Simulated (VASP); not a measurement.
# Si8GeSb3S2 in VASP: further runs

The runs below take Si8GeSb3S2 through single point, with PBE+D3(BJ).

Program: VASP 6.6.1. These are calculated values, not measurements. Logs are shortened: lines on timing, memory, paths and dates and some standing lists are left out, and cuts for length are marked.

### 1 The cell of the first run

The cell holds an amorphous packing of atoms, 14 atoms: a = 6.985 Å, b = 6.848 Å, c = 7.102 Å, α = 93.62°, β = 90.10°, γ = 90.67°.

### 2 Single point, PBE+D3(BJ)

INCAR

```
PREC = Accurate
ENCUT = 520
EDIFF = 1E-6
ISMEAR = -1
SIGMA = 0.05
LREAL = F
LASPH = T
NELM = 80
ALGO = Normal
ISIF = 2
LWAVE = F
LCHARG = F
GGA = PE
IVDW = 12
ISYM = 0
NBANDS = 50
```

KPOINTS

```
Automatic mesh
0
Gamma
  1 1 1
  0.25 0.25 0.25
```

POSCAR

```
Si8GeSb3S2
1.0
    6.9844320000     -0.0408370000     -0.0068710000
   -0.0408370000      6.8442120000     -0.2202700000
   -0.0068710000     -0.2202700000      7.0988770000
Ge S Sb Si
1 2 3 8
Direct
    0.4624795857      0.4971980298      0.7585710398
    0.7142027253      0.5593102932      0.5483648421
    0.3142937374      0.6187088223      0.2907909948
    0.0717373441      0.2461227860      0.5981204314
    0.0910903515      0.3612098734      0.0117360226
    0.9326987849      0.0297337281      0.2517833485
    0.2242626658      0.7742975521      0.5858463854
    0.5012811109      0.7402183949      0.0671712171
    0.8643233927      0.7937657083      0.7335107424
    0.5915299492      0.1797526564      0.2720342274
    0.4120180407      0.0980765094      0.5352696333
    0.6437108330      0.0900124652      0.7656384218
    0.4129790069      0.0642080984      0.0070913606
    0.8340857035      0.6630253094      0.0678086953
```

Potentials or basis: VASP PAW PBE potentials, release 64 (Ge_d, S, Sb, Si).

The run is started by

```
$ cat potpaw_PBE.64/Ge_d/POTCAR potpaw_PBE.64/S/POTCAR potpaw_PBE.64/Sb/POTCAR potpaw_PBE.64/Si/POTCAR > POTCAR
$ mpirun -np 1 vasp_std > vasp.out
```

OUTCAR:

```text
PREC = Accurate
   ENCUT = 520
   EDIFF = 1E-6
   ISMEAR = -1
   LREAL = F
   LASPH = T
   NELM = 80
   ISIF = 2
   GGA = PE
   IVDW = 12
   ISYM = 0
 IVDW          = 12

 ion  position               nearest neighbor table
   1  0.462  0.497  0.759-   2 2.36   8 2.68   7 2.87   5 3.32
   2  0.714  0.559  0.548-   9 2.26   1 2.36
   3  0.314  0.619  0.291-   8 2.25   7 2.38   5 2.99
   4  0.072  0.246  0.598-  11 2.62   6 2.95   5 3.00  12 3.40   7 3.41
   5  0.091  0.361  0.012-  14 2.76   3 2.99   4 3.00  13 3.05   6 3.12   1 3.32
   6  0.933  0.030  0.252-  10 2.61  14 2.83   4 2.95   5 3.12
   7  0.224  0.774  0.586-   3 2.38  11 2.61   9 2.73   1 2.87   4 3.41
   8  0.501  0.740  0.067-   3 2.25  13 2.37  14 2.39   1 2.68
   9  0.864  0.794  0.734-   2 2.26  12 2.56  14 2.60   7 2.73
  10  0.592  0.180  0.272-  13 2.35  11 2.35   6 2.61
  11  0.412  0.098  0.535-  12 2.30  10 2.35   7 2.61   4 2.62
  12  0.644  0.090  0.766-  11 2.30  13 2.37   9 2.56   4 3.40
  13  0.413  0.064  0.007-  10 2.35  12 2.37   8 2.37   5 3.05
  14  0.834  0.663  0.068-   8 2.39   9 2.60   5 2.76   6 2.83

IMPORTANT INFORMATION: All symmetrisations will be switched off!
NOSYMM: (Re-)initialisation of all symmetry stuff for point group C_1.

----------------------------------------------------------------------------------------

                                     Primitive cell

  volume of cell :     338.9960

  direct lattice vectors                    reciprocal lattice vectors
     6.984432000 -0.040837000 -0.006871000     0.143180754  0.000859628  0.000165258
    -0.040837000  6.844212000 -0.220270000     0.000859628  0.146260071  0.004539114
    -0.006871000 -0.220270000  7.098877000     0.000165258  0.004539114  0.141008355

  length of vectors
     6.984554763  6.847877367  7.102296864     0.143183430  0.146333014  0.141081491

  position of ions in fractional coordinates (direct lattice)
     0.462479586  0.497198030  0.758571040
     0.714202725  0.559310293  0.548364842
     0.314293737  0.618708822  0.290790995
     0.071737344  0.246122786  0.598120431
     0.091090352  0.361209873  0.011736023
     0.932698785  0.029733728  0.251783348
     0.224262666  0.774297552  0.585846385
     0.501281111  0.740218395  0.067171217
     0.864323393  0.793765708  0.733510742
     0.591529949  0.179752656  0.272034227
     0.412018041  0.098076509  0.535269633
     0.643710833  0.090012465  0.765638422
     0.412979007  0.064208098  0.007091361
     0.834085704  0.663025309  0.067808695

  ion indices of the primitive-cell ions
   primitive index   ion index
                 1           1
                 2           2
                 3           3
                 4           4
                 5           5
                 6           6
                 7           7
                 8           8
                 9           9
                10          10
                11          11
                12          12
                13          13
                14          14

----------------------------------------------------------------------------------------

 KPOINTS: Automatic mesh

Automatic generation of k-mesh.
 Grid dimensions read from file:
 generate k-points for:    1    1    1

 Generating k-lattice:

  Cartesian coordinates                     Fractional coordinates (reciprocal lattice)
     0.143180754  0.000859628  0.000165258     1.000000000 -0.000000000  0.000000000
     0.000859628  0.146260071  0.004539114    -0.000000000  1.000000000  0.000000000
     0.000165258  0.004539114  0.141008355     0.000000000  0.000000000  1.000000000

  Length of vectors
     0.143183430  0.146333014  0.141081491

  Shift w.r.t. Gamma in fractional coordinates (k-lattice)
     0.250000000  0.250000000  0.250000000

 Subroutine IBZKPT returns following result:
 ===========================================

 Found      1 irreducible k-points:

 Following reciprocal coordinates:
            Coordinates               Weight
  0.250000  0.250000  0.250000      2.000000
   k-points           NKPTS =      1   k-points in BZ     NKDIM =      1   number of bands    NBANDS=     50
   number of dos      NEDOS =    301   number of ions     NIONS =     14
   total plane-waves  NPLWV = 157464
   dimension x,y,z NGX =    54 NGY =   54 NGZ =   54
   dimension x,y,z NGXF=   108 NGYF=  108 NGZF=  108
   ions per type =               1   2   3   8
   NGX,Y,Z   is equivalent  to a cutoff of  12.85, 13.11, 12.64 a.u.
   NGXF,Y,Z  is equivalent  to a cutoff of  25.71, 26.22, 25.28 a.u.
 SYSTEM =  unknown system
   PREC   = accura    normal or accurate (medium, high low for compatibility)
   ISTART =      0    job   : 0-new  1-cont  2-samecut
   ICHARG =      2    charge: 1-file 2-atom 10-const
   ISPIN  =      1    spin polarized calculation?
   LNONCOLLINEAR =      F non collinear calculations
   LSORBIT =      F    spin-orbit coupling
   LASPH  =      T    aspherical Exc in radial PAW
   ENCUT  =  520.0 eV  38.22 Ry    6.18 a.u.  12.99 12.73 13.21*2*pi/ulx,y,z
   NELM   =     80;   NELMIN=  2; NELMDL= -5     # of ELM steps
   EDIFF  = 0.1E-05   stopping-criterion for ELM
   LREAL  =      F    real-space projection
   EDIFFG = 0.1E-04   stopping-criterion for IOM
   NSW    =      0    number of steps for IOM
   IBRION =     -1    ionic relax: 0-MD 1-quasi-New 2-CG
   NFREE  =      0    steps in history (QN), initial steepest desc. (CG)
   ISIF   =      2    stress and relaxation
   ISYM   =      0    0-nonsym 1-usesym 2-fastsym
   POTIM  = 0.5000    time-step for ionic-motion
   TEBEG  =    0.0;   TEEND  =   0.0 temperature during run
   PSTRESS=    0.0 pullay stress
   NELECT =      73.0000    total number of electrons
   NUPDOWN=      -1.0000    fix difference up-down
   EMIN   =  10.00;   EMAX   =-10.00  energy-range for DOS
   EFERMI =   0.00;   METHOD = LEGACY
   ISMEAR =    -1;   SIGMA  =   0.05  broadening in eV -4-tet -1-fermi 0-gaus
   EFERMI_NEDOS =   21; number of points for ismear=-14 and -15
   IALGO  =     38    algorithm
   IMIX   =      4    mixing-type and parameters
     AMIX     =   0.40;   BMIX     =  1.00
     AMIX_MAG =   1.60;   BMIX_MAG =  1.00
  volume/ion in A,a.u.               =      24.21       163.40
  Fermi-wavevector in a.u.,A,eV,Ry     =   0.981260  1.854313 13.100668  0.962872
  Thomas-Fermi vector in A             =   2.112253
   LORBIT       =      0    0 simple, 1 ext, 2 COOP (PROOUT), +10 PAW based schemes
   GGA     = PE    functional components
   LHFCALC =     F    Hartree Fock is set to
   AEXX    =    0.0000 exact exchange contribution
   IVDW    =    12    specifies the selected vdW correction
   LEPSILON=     F    determine dielectric tensor
   LRPA    =     F    only Hartree local field effects (RPA)
 non-spin polarized calculation
  energy-cutoff  :      520.00
  volume of cell :      339.00
 maximum number of plane-waves:      9138
 NGX is ok and might be reduce to    54
   NGX = 25   NGY = 25   NGZ = 27

 number of electron      73.0000012 magnetization

 Free energy of the ion-electron system (eV)
  ---------------------------------------------------
  ext. energy  EPLUGINS =         0.00000000
  ---------------------------------------------------
  free energy    TOTEN  =       -64.08021059 eV

  energy without entropy =      -64.01001947  energy(sigma->0) =      -64.04511503

 E-fermi :   5.1391     XC(G=0):  -9.2862

 val. band max:        5.1389102944   @ k =   0.2500   0.2500   0.2500
 cond. band min:       5.6963274304   @ k =   0.2500   0.2500   0.2500
 fundamental gap:      0.5574171360
 Fermi energy:         5.1391264366

 k-point     1 :       0.2500    0.2500    0.2500
  band No.  band energies     occupation
      1     -19.3946      2.00000
      2     -19.3821      2.00000
      3     -19.3773      2.00000
      4     -19.3678      2.00000
      5     -19.3611      2.00000
      6      -8.2794      2.00000
      7      -7.9212      2.00000
      8      -5.8349      2.00000
      9      -5.2124      2.00000
     10      -4.3572      2.00000
     11      -3.8466      2.00000
     12      -3.3593      2.00000
     13      -3.1569      2.00000
     14      -2.7452      2.00000
     15      -2.3540      2.00000
     16      -1.2908      2.00000
     17      -0.7935      2.00000
     18      -0.4961      2.00000
     19       0.3705      2.00000
     20       0.9352      2.00000
     21       1.0846      2.00000
     22       1.2918      2.00000
     23       1.5101      2.00000
     24       1.9479      2.00000
     25       2.0744      2.00000
     26       2.2432      2.00000
     27       2.8028      2.00000
     28       2.9869      2.00000
     29       3.0986      2.00000
     30       3.3323      2.00000
     31       3.5597      2.00000
     32       3.8145      2.00000
     33       3.9586      2.00000
     34       4.0950      2.00000
     35       4.5201      1.99999
     36       4.7982      1.99782
     37       5.1389      1.00216
     38       5.6963      0.00003
     39       5.9344      0.00000
     40       6.2157      0.00000
     41       6.7826      0.00000
     42       6.9131      0.00000
     43       7.2161      0.00000
     44       7.5657      0.00000
     45       7.7173      0.00000
     46       8.1997      0.00000
     47       8.3169      0.00000
     48       8.4708      0.00000
 [bands above 48 left out]

------------------------ aborting loop because EDIFF is reached ----------------------------------------

 Edisp (eV)   -4.89461

 E8    (eV) :    -2.0711

  FORCE on cell =-STRESS in cart. coord.  units (eV):
  Direction    XX          YY          ZZ          XY          YZ          ZX
  --------------------------------------------------------------------------------------
  -------------------------------------------------------------------------------------
  Total      -7.60859    -8.43178    -3.60212     2.75699     0.42910     9.06485
  in kB     -35.96004   -39.85064   -17.02447    13.03021     2.02802    42.84266
  external pressure =      -30.95 kB  Pullay stress =        0.00 kB

 VOLUME and BASIS-vectors are now :
 -----------------------------------------------------------------------------
  energy-cutoff  :      520.00
  volume of cell :      339.00
      direct lattice vectors                 reciprocal lattice vectors
     6.984432000 -0.040837000 -0.006871000     0.143180754  0.000859628  0.000165258
    -0.040837000  6.844212000 -0.220270000     0.000859628  0.146260071  0.004539114
    -0.006871000 -0.220270000  7.098877000     0.000165258  0.004539114  0.141008355

 POSITION                                       TOTAL-FORCE (eV/Angst)
 -----------------------------------------------------------------------------------
      3.20464      3.21695      5.27231         0.114050      0.283075      0.056149
      4.96169      3.67808      3.76467         0.099720      0.585899      0.468770
      2.16790      4.15769      1.92585        -0.229701     -0.251447     -0.240832
      0.48688      1.54984      4.19128        -0.302959      0.534145     -0.057337
      0.62138      2.46589      0.00312        -0.039490     -0.709582      0.464946
      6.51143      0.10996      1.77442         0.476200     -0.365030     -0.099256
      1.53070      5.16125      3.98676         0.757009      0.297159     -0.605626
      3.47047      5.03095      0.31035        -0.121211      0.077656      0.374558
      5.99935      5.23583      5.02632        -0.233471     -0.492279     -0.824623
      4.12229      1.14619      1.88748        -0.622506      0.260708     -0.123654
      2.87003      0.53653      3.77538         0.106217     -0.758842      0.097268
      4.48702      0.42113      5.41092         0.329940      0.006292     -0.070199
      2.88175      0.42103      0.03336        -0.202742      0.132187      0.429725
      5.79807      4.48889      0.32959        -0.131057      0.400058      0.130111
 -----------------------------------------------------------------------------------
    total drift:                                0.000941     -0.000839      0.000376

  FREE ENERGIE OF THE ION-ELECTRON SYSTEM (eV)
  ---------------------------------------------------
  free  energy   TOTEN  =       -68.9748209016 eV

  energy  without entropy=      -68.9046297857  energy(sigma->0) =      -68.93972534
```

Wall time 43 s (1 thread of Intel Xeon Platinum 8488C (Sapphire Rapids), shared host); peak memory 0.37 GiB.

Results:

| Property | Result |
| --- | --- |
| Free energy | -68.9748 eV |
| Pressure | -3.1 GPa |
| Largest force | 1.014 eV/Å |
| Dispersion energy per atom | -0.350 eV |

Forces on the atoms (eV/Å):
```
Ge   0.114  0.283  0.056
S    0.100  0.586  0.469
S   -0.230 -0.251 -0.241
Sb  -0.303  0.534 -0.057
Sb  -0.039 -0.710  0.465
Sb   0.476 -0.365 -0.099
Si   0.757  0.297 -0.606
Si  -0.121  0.078  0.375
Si  -0.233 -0.492 -0.825
Si  -0.623  0.261 -0.124
Si   0.106 -0.759  0.097
Si   0.330  0.006 -0.070
Si  -0.203  0.132  0.430
Si  -0.131  0.400  0.130
```

Stress tensor (GPa, compression positive):
```
-3.60  1.30  4.28
 1.30 -3.99  0.20
 4.28  0.20 -1.70
```

Levels at points of the mesh, in eV from the Fermi level:
```tsv
k point	band 35	band 36	band 37	band 38	band 39	band 40
(0.25, 0.25, 0.25)	-0.62	-0.34	0.00	0.56	0.80	1.08
```

Caveat: the k points lie up to 0.92 Å⁻¹ apart; spin-orbit coupling is left out, which moves the levels of the heavy elements.

### 3 Single point, PBE+D3(BJ)

INCAR

```
SYSTEM = Si8GeSb3S2
PREC = Accurate
ENCUT = 520
EDIFF = 1E-7
ISMEAR = -1
SIGMA = 0.05
LREAL = .False.
LASPH = .True.
NELM = 60
ALGO = Normal
ISIF = 2
LWAVE = .False.
LCHARG = .False.
GGA = PE
IVDW = 12
ISYM = 0
NBANDS = 50
```

KPOINTS is that of step 2.

POSCAR

```
Si8GeSb3S2
1.0
    6.9844320000     -0.0408370000     -0.0068710000
   -0.0408370000      6.8442120000     -0.2202700000
   -0.0068710000     -0.2202700000      7.0988770000
Ge S Sb Si
1 2 3 8
Direct
    0.4655089311      0.5213828883      0.7855860188
    0.6967979000      0.5824959876      0.5520538093
    0.2684624681      0.6325744236      0.2741102253
    0.0841289102      0.2838349657      0.6010310332
    0.1028255236      0.3146112039      0.0238829218
    0.9208237314      0.0313027395      0.2645067712
    0.2538654092      0.7472724363      0.5741992725
    0.4914146253      0.7884784978      0.1107463432
    0.8567556378      0.8028964138      0.7370996513
    0.5531304078      0.1561634304      0.2870724028
    0.3951214467      0.0500860470      0.5441001912
    0.6375785965      0.0947448992      0.7543668191
    0.3810776550      0.0732158797     -0.0269172650
    0.8055538322      0.6868871761      0.0537842251
```

Potentials or basis: VASP PAW PBE potentials, release 64 (Ge_d, S, Sb, Si).

The run is started by

```
$ cat potpaw_PBE.64/Ge_d/POTCAR potpaw_PBE.64/S/POTCAR potpaw_PBE.64/Sb/POTCAR potpaw_PBE.64/Si/POTCAR > POTCAR
$ mpirun -np 1 vasp_std > vasp.out
```

It took 50 s on 1 thread of Intel Xeon Platinum 8488C (Sapphire Rapids), shared host; peak memory 0.4 GiB.

Results (log left out):

```yaml
Free_energy: -69.2729 eV
Pressure: -2.3 GPa
Largest_force: 1.323 eV/Å
Dispersion_energy_per_atom: -0.352 eV
```

Forces in eV/Å, atoms in the order of the input:
```
Ge   0.237 -0.117  0.201
S    0.004  0.457  0.210
S    0.248  0.228  0.006
Sb   0.121 -0.046  0.181
Sb  -0.876  0.379 -0.264
Sb  -0.228 -0.507 -0.002
Si  -0.740 -0.553 -0.296
Si  -0.605  0.055  0.195
Si   0.274 -0.297 -0.713
Si   0.100  0.238 -1.297
Si  -0.450  0.419  0.091
Si   0.489  0.410  0.581
Si   0.882 -0.361  0.623
Si   0.545 -0.304  0.485
```

Stress tensor (GPa, compression positive):
```
-3.29  2.53  4.27
 2.53 -1.96  0.06
 4.27  0.06 -1.80
```

Levels at points of the mesh, in eV from the Fermi level:
```
           k point  band 33  band 34  band 35  band 36  band 37  band 38  band 39  band 40  band 41  band 42
(0.25, 0.25, 0.25)    -1.25    -0.96    -0.74    -0.49     0.00     0.58     1.13     1.26     1.65     1.80
```

Caveat: the k points lie up to 0.92 Å⁻¹ apart; spin-orbit coupling is left out, which moves the levels of the heavy elements.

### 4 Single point, PBE+D3(BJ)

INCAR

```
PREC = Accurate ; ENCUT = 520
EDIFF = 1E-6 ; ISMEAR = -1
SIGMA = 0.05 ; LREAL = F
LASPH = T ; NELM = 100
ALGO = Normal ; ISIF = 2
LWAVE = F ; LCHARG = T
GGA = PE ; IVDW = 12
LELF = T ; LVHAR = T
ISYM = 0 ; NBANDS = 50
```

KPOINTS is that of step 3.

POSCAR

```
Si8GeSb3S2
1.0
    6.9844320000     -0.0408370000     -0.0068710000
   -0.0408370000      6.8442120000     -0.2202700000
   -0.0068710000     -0.2202700000      7.0988770000
Ge S Sb Si
1 2 3 8
Direct
    0.4575830778      0.5302376488      0.7867233790
    0.6698170476      0.5947680911      0.5530602770
    0.3019002364      0.6011576292      0.2794641107
    0.1106223015      0.3060500566      0.6134152954
    0.0868263731      0.2812471854      0.0230836372
    0.9186323039     -0.0117833588      0.2919598976
    0.1960134782      0.7634377326      0.5286425216
    0.4797867479      0.7613974497      0.0734576231
    0.8494662735      0.7986477901      0.7103833228
    0.5860993106      0.2162102280      0.2844422738
    0.3927738331      0.0657289302      0.5412540407
    0.6377200425      0.1091117205      0.7686619747
    0.4028261691      0.0737198588      0.0264136274
    0.8146712731      0.6737036946      0.0574984352
```

The run is started by

```
$ cat potpaw_PBE.64/Ge_d/POTCAR potpaw_PBE.64/S/POTCAR potpaw_PBE.64/Sb/POTCAR potpaw_PBE.64/Si/POTCAR > POTCAR
$ mpirun -np 1 vasp_std > vasp.out
```

It took 40 s on 1 thread of Intel Xeon Platinum 8488C (Sapphire Rapids), shared host; peak memory 0.38 GiB.

It converged, with:

* Free energy: -69.4691 eV
* Pressure: -3.6 GPa
* Largest force: 0.946 eV/Å
* Dispersion energy per atom: -0.354 eV

Forces in eV/Å, atoms in the order of the input:
```
Ge  -0.253 -0.675 -0.120
S   -0.075 -0.493 -0.293
S    0.113 -0.407 -0.847
Sb  -0.175  0.250  0.143
Sb  -0.625  0.267  0.077
Sb  -0.386  0.443 -0.370
Si   0.499  0.526  0.080
Si   0.389 -0.484  0.477
Si  -0.210  0.483  0.649
Si  -0.092 -0.352  0.343
Si   0.760  0.233 -0.036
Si  -0.465 -0.133  0.185
Si   0.515  0.608 -0.309
Si   0.005 -0.267  0.019
```

Stress tensor (GPa, compression positive):
```
-4.75  2.48  4.29
 2.48 -3.74  1.53
 4.29  1.53 -2.22
```

Levels at points of the mesh, in eV from the Fermi level:
| k point | band 35 | band 36 | band 37 | band 38 | band 39 | band 40 |
| --- | --- | --- | --- | --- | --- | --- |
| (0.25, 0.25, 0.25) | -0.65 | -0.42 | 0.00 | 0.65 | 0.97 | 1.21 |

Caveat: the k points lie up to 0.92 Å⁻¹ apart; spin-orbit coupling is left out, which moves the levels of the heavy elements.

[end of part 1 of 2]
